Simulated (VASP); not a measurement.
# TaN in VASP: further runs

TaN is run at these levels: PBE; tasks: single point.

All numbers are computed with VASP 6.6.1; they aren't measurements. Logs are shortened: lines on timing, memory, paths and dates and some standing lists are left out, and cuts for length are marked.

## 1. The cell of the first run

The typed cell holds 6 atoms: a = 5.185 Å, b = 5.207 Å, c = 2.908 Å, α = 90.21°, β = 90.57°, γ = 120.43°.

## 2. Single point, PBE (equal xy, yz and zx shear strains of -1 %)

Contents of INCAR:

```
SYSTEM = TaN
PREC = Accurate ; ENCUT = 520
EDIFF = 1E-7 ; ISMEAR = -1
SIGMA = 0.03 ; LREAL = .FALSE.
LASPH = .TRUE. ; NELM = 100
ALGO = Normal ; ISIF = 2
LWAVE = .FALSE. ; LCHARG = .FALSE.
GGA = PE ; NBANDS = 33
```

Contents of KPOINTS:

```
Automatic mesh
0
G
  5 5 8
  0 0 0
```

Contents of POSCAR:

```
TaN
1.0
    5.1849992558     -0.0259249963     -0.0259249963
   -2.6149513333      4.5033035722     -0.0094892072
   -0.0145400000     -0.0145400000      2.9080000000
Ta N
3 3
Direct
    0.0000000000      0.0000000000      0.0000000000
    0.3333333333      0.6666666667      0.5000000000
    0.6666666667      0.3333333333      0.5000000000
    0.5000000000      0.0000000000      0.0000000000
    0.5000000000      0.5000000000      0.0000000000
    0.0000000000      0.5000000000      0.0000000000
```

Potentials or basis: VASP PAW PBE potentials, release 64 (Ta_pv, N).

On the command line:

```console
$ cat potpaw_PBE.64/Ta_pv/POTCAR potpaw_PBE.64/N/POTCAR > POTCAR
$ mpirun -np 1 vasp_std > vasp.out
```

OUTCAR:

```text
SYSTEM = TaN
   PREC = Accurate
   ENCUT = 520
   EDIFF = 1E-7
   ISMEAR = -1
   LREAL = .FALSE.
   LASPH = .TRUE.
   NELM = 100
   ISIF = 2
   GGA = PE

 ion  position               nearest neighbor table
   1  0.000  0.000  0.000-   5 2.58   5 2.58   4 2.59   4 2.59   6 2.60   6 2.60   2 3.30   3 3.30
                             3 3.32   2 3.32   2 3.33   3 3.33   2 3.33   3 3.33   2 3.34   3 3.34
   2  0.333  0.667  0.500-   6 2.07   4 2.08   5 2.09   5 2.10   6 2.10   4 2.10   3 2.98   3 2.99
                             3 3.01   1 3.30   1 3.32   1 3.33   1 3.33   1 3.34   1 3.34
   3  0.667  0.333  0.500-   6 2.07   4 2.08   5 2.09   5 2.10   6 2.10   4 2.10   2 2.98   2 2.99
                             2 3.01   1 3.30   1 3.32   1 3.33   1 3.33   1 3.34   1 3.34
   4  0.500  0.000  0.000-   3 2.08   2 2.08   2 2.10   3 2.10   1 2.59   1 2.59
   5  0.500  0.500  0.000-   3 2.09   2 2.09   2 2.10   3 2.10   1 2.58   1 2.58
   6  0.000  0.500  0.000-   2 2.07   3 2.07   2 2.10   3 2.10   1 2.60   1 2.60

  LATTYP: Found a triclinic cell.
 ALAT       =     5.9195981839
 B/A-ratio  =     0.4912618405
 C/A-ratio  =     0.8797008814
 COS(alpha) =     0.0036352536
 COS(beta)  =     0.4454032660
 COS(gamma) =     0.4825249174

  Lattice vectors:

 A1 = (   5.1704592558,  -0.0404649963,   2.8820750037)
 A2 = (  -0.0145400000,  -0.0145400000,   2.9080000000)
 A3 = (   2.6149513333,  -4.5033035722,   0.0094892072)

Analysis of symmetry for initial positions (statically):
=====================================================================
 Subroutine PRICEL returns:
 Original cell was already a primitive cell.

 Routine SETGRP: Setting up the symmetry group for a
 triclinic supercell.

 Subroutine GETGRP returns: Found  2 space group operations
 (whereof  2 operations were pure point group operations)
 out of a pool of  2 trial point group operations.

The static configuration has the point symmetry S_2 .

Analysis of symmetry for dynamics (positions and initial velocities):
=====================================================================
 Subroutine PRICEL returns:
 Original cell was already a primitive cell.

 Routine SETGRP: Setting up the symmetry group for a
 triclinic supercell.

 Subroutine GETGRP returns: Found  2 space group operations
 (whereof  2 operations were pure point group operations)
 out of a pool of  2 trial point group operations.

The dynamic configuration has the point symmetry S_2 .

 Subroutine INISYM returns: Found  2 space group operations
 (whereof  2 operations are pure point group operations),
 and found     1 'primitive' translations

----------------------------------------------------------------------------------------

                                     Primitive cell

  volume of cell :      67.7002

  direct lattice vectors                    reciprocal lattice vectors
     5.184999256 -0.025924996 -0.025924996     0.193433327  0.112324927  0.001528791
    -2.614951333  4.503303572 -0.009489207     0.001119153  0.222711424  0.001119153
    -0.014540000 -0.014540000  2.908000000     0.001728122  0.001728122  0.343896236

  length of vectors
     5.185128879  5.207475740  2.908072699     0.223686563  0.222717048  0.343904920

  position of ions in fractional coordinates (direct lattice)
     0.000000000  0.000000000  0.000000000
     0.333333333  0.666666667  0.500000000
     0.666666667  0.333333333  0.500000000
     0.500000000  1.000000000  0.000000000
     0.500000000  0.500000000  0.000000000
     0.000000000  0.500000000  0.000000000

  ion indices of the primitive-cell ions
   primitive index   ion index
                 1           1
                 2           2
                 3           3
                 4           4
                 5           5
                 6           6

----------------------------------------------------------------------------------------

 KPOINTS: Automatic mesh

Automatic generation of k-mesh.
 Grid dimensions read from file:
 generate k-points for:    5    5    8

 Generating k-lattice:

  Cartesian coordinates                     Fractional coordinates (reciprocal lattice)
     0.038686665  0.022464985  0.000305758     0.200000000  0.000000000  0.000000000
     0.000223831  0.044542285  0.000223831    -0.000000000  0.200000000 -0.000000000
     0.000216015  0.000216015  0.042987029     0.000000000  0.000000000  0.125000000

  Length of vectors
     0.044737313  0.044543410  0.042988115

  Shift w.r.t. Gamma in fractional coordinates (k-lattice)
     0.000000000  0.000000000  0.000000000

 Subroutine IBZKPT returns following result:
 ===========================================

 Found    101 irreducible k-points:

 Following reciprocal coordinates:
            Coordinates               Weight
  0.000000  0.000000  0.000000      1.000000
  0.200000  0.000000 -0.000000      2.000000
  0.400000  0.000000  0.000000      2.000000
 -0.000000  0.200000 -0.000000      2.000000
  0.200000  0.200000  0.000000      2.000000
  0.400000  0.200000  0.000000      2.000000
[... 16 lines left out ...]
 -0.200000  0.200000  0.125000      2.000000
  0.000000  0.400000  0.125000      2.000000
 [... further k-points ...]
   k-points           NKPTS =    101   k-points in BZ     NKDIM =    101   number of bands    NBANDS=     33
   number of dos      NEDOS =    301   number of ions     NIONS =      6
   total plane-waves  NPLWV =  38400
   dimension x,y,z NGX =    40 NGY =   40 NGZ =   24
   dimension x,y,z NGXF=    80 NGYF=   80 NGZF=   48
   ions per type =               3   3
   NGX,Y,Z   is equivalent  to a cutoff of  12.82, 12.77, 13.72 a.u.
   NGXF,Y,Z  is equivalent  to a cutoff of  25.65, 25.54, 27.44 a.u.
 SYSTEM =  TaN
   PREC   = accura    normal or accurate (medium, high low for compatibility)
   ISTART =      0    job   : 0-new  1-cont  2-samecut
   ICHARG =      2    charge: 1-file 2-atom 10-const
   ISPIN  =      1    spin polarized calculation?
   LNONCOLLINEAR =      F non collinear calculations
   LSORBIT =      F    spin-orbit coupling
   LASPH  =      T    aspherical Exc in radial PAW
   ENCUT  =  520.0 eV  38.22 Ry    6.18 a.u.   9.64  9.68  5.41*2*pi/ulx,y,z
   NELM   =    100;   NELMIN=  2; NELMDL= -5     # of ELM steps
   EDIFF  = 0.1E-06   stopping-criterion for ELM
   LREAL  =      F    real-space projection
   EDIFFG = 0.1E-05   stopping-criterion for IOM
   NSW    =      0    number of steps for IOM
   IBRION =     -1    ionic relax: 0-MD 1-quasi-New 2-CG
   NFREE  =      0    steps in history (QN), initial steepest desc. (CG)
   ISIF   =      2    stress and relaxation
   ISYM   =      2    0-nonsym 1-usesym 2-fastsym
   POTIM  = 0.5000    time-step for ionic-motion
   TEBEG  =    0.0;   TEEND  =   0.0 temperature during run
   PSTRESS=    0.0 pullay stress
   NELECT =      48.0000    total number of electrons
   NUPDOWN=      -1.0000    fix difference up-down
   EMIN   =  10.00;   EMAX   =-10.00  energy-range for DOS
   EFERMI =   0.00;   METHOD = LEGACY
   ISMEAR =    -1;   SIGMA  =   0.03  broadening in eV -4-tet -1-fermi 0-gaus
   EFERMI_NEDOS =   21; number of points for ismear=-14 and -15
   IALGO  =     38    algorithm
   IMIX   =      4    mixing-type and parameters
     AMIX     =   0.40;   BMIX     =  1.00
     AMIX_MAG =   1.60;   BMIX_MAG =  1.00
  volume/ion in A,a.u.               =      11.28        76.14
  Fermi-wavevector in a.u.,A,eV,Ry     =   1.459795  2.758613 28.994051  2.131003
  Thomas-Fermi vector in A             =   2.576321
   LORBIT       =      0    0 simple, 1 ext, 2 COOP (PROOUT), +10 PAW based schemes
   GGA     = PE    functional components
   LHFCALC =     F    Hartree Fock is set to
   AEXX    =    0.0000 exact exchange contribution
   IVDW    =     0    specifies the selected vdW correction
   LEPSILON=     F    determine dielectric tensor
   LRPA    =     F    only Hartree local field effects (RPA)
 non-spin polarized calculation
  energy-cutoff  :      520.00
  volume of cell :       67.70
 maximum number of plane-waves:      1846
   NGX = 19   NGY = 19   NGZ = 11

 number of electron      47.9999998 magnetization

 Free energy of the ion-electron system (eV)
  ---------------------------------------------------
  ext. energy  EPLUGINS =         0.00000000
  ---------------------------------------------------
  free energy    TOTEN  =       -64.71144105 eV

  energy without entropy =      -64.70836685  energy(sigma->0) =      -64.70990395

 E-fermi :   8.2358     XC(G=0): -13.0572

 val. band max:        8.2321308935   @ k =  -0.2000  -0.0000   0.2500
 cond. band min:       8.2594009097   @ k =   0.2000   0.0000   0.2500
 fundamental gap:      0.0272700162
 Fermi energy:         8.2357853418

 k-point     1 :       0.0000    0.0000    0.0000
  band No.  band energies     occupation
      1     -27.9964      2.00000
      2     -27.9883      2.00000
      3     -27.6015      2.00000
      4     -27.5963      2.00000
      5     -27.3734      2.00000
      6     -27.2657      2.00000
[... 25 lines left out ...]
     32      11.4799      0.00000
     33      11.5088      0.00000

 k-point     2 :       0.2000    0.0000   -0.0000
  band No.  band energies     occupation
      1     -28.0168      2.00000
      2     -27.9790      2.00000
      3     -27.5751      2.00000
      4     -27.5626      2.00000
      5     -27.3613      2.00000
      6     -27.3002      2.00000
[... 25 lines left out ...]
     32      11.6428      0.00000
     33      11.8477      0.00000
[... 754 lines left out ...]
     32      11.5456      0.00000
     33      12.0538      0.00000

 k-point    24 :       0.0000    0.4000    0.1250
  band No.  band energies     occupation
      1     -28.0300      2.00000
      2     -27.8764      2.00000
      3     -27.6299      2.00000
      4     -27.4881      2.00000
      5     -27.4818      2.00000
      6     -27.4093      2.00000
[... 25 lines left out ...]
     32      11.7830      0.00000
     33      12.1201      0.00000

 [... further k-points ...]

------------------------ aborting loop because EDIFF is reached ----------------------------------------

  FORCE on cell =-STRESS in cart. coord.  units (eV):
  Direction    XX          YY          ZZ          XY          YZ          ZX
  --------------------------------------------------------------------------------------
  -------------------------------------------------------------------------------------
  Total        4.5756681      4.6242412      5.1208784      0.5339888      0.9043518      0.9037709
  in kB      108.2867570    109.4362768    121.1895852     12.6372611     21.4021903     21.3884444
  external PRESSURE =     112.9708730 kB  Pullay stress =       0.0000000 kB

 VOLUME and BASIS-vectors are now :
 -----------------------------------------------------------------------------
  energy-cutoff  :      520.00
  volume of cell :       67.70
      direct lattice vectors                 reciprocal lattice vectors
     5.184999256 -0.025924996 -0.025924996     0.193433327  0.112324927  0.001528791
    -2.614951333  4.503303572 -0.009489207     0.001119153  0.222711424  0.001119153
    -0.014540000 -0.014540000  2.908000000     0.001728122  0.001728122  0.343896236

 POSITION                                       TOTAL-FORCE (eV/Angst)
 -----------------------------------------------------------------------------------
      0.00000      0.00000      0.00000         0.000000      0.000000     -0.000000
     -0.02224      2.98629      1.43903         0.154145     -0.000216      0.006339
      2.57775      1.47655      1.43355        -0.154145      0.000216     -0.006339
      2.59250     -0.01296     -0.01296         0.000000      0.000000      0.000000
      1.28502      2.23869     -0.01771        -0.000000     -0.000000     -0.000000
     -1.30748      2.25165     -0.00474         0.000000      0.000000      0.000000
 -----------------------------------------------------------------------------------
    total drift:                               -0.000000      0.000000     -0.000000

  FREE ENERGIE OF THE ION-ELECTRON SYSTEM (eV)
  ---------------------------------------------------
  free  energy   TOTEN  =       -64.7114410537 eV

  energy  without entropy=      -64.7083668524  energy(sigma->0) =      -64.70990395
```

Run time: 1.8 min. Hardware: 1 thread of Intel Xeon 6975P-C (Granite Rapids), shared host; peak memory 0.31 GiB.

Results:

* Free energy: -64.7114 eV
* Pressure: 11.3 GPa
* Largest force: 0.154 eV/Å
* Band gap on the k mesh: zero (bands 24 and 25 overlap by 2.01 eV)

Forces in eV/Å, atoms in the order of the input:
```
Ta   0.000  0.000  0.000
Ta   0.154  0.000  0.006
Ta  -0.154  0.000 -0.006
N    0.000  0.000  0.000
N    0.000  0.000  0.000
N    0.000  0.000  0.000
```

Levels at points of the mesh, in eV from the Fermi level:
```
           k point  band 22  band 23  band 24  band 25  band 26  band 27
(0.00, 0.00, 0.00)    -2.53    -2.08    -1.33    -1.18     0.80     0.81
(0.00, 0.00, 0.50)    -3.10    -1.95     0.83     0.92     1.44     1.78
```

Caveat: the cell differs from its parent crystal (equal xy, yz and zx shear strains of -1 %); the cell stands under pressure; spin-orbit coupling is left out, which moves the levels of the heavy elements.

(Part 1 of 2 ends here.)
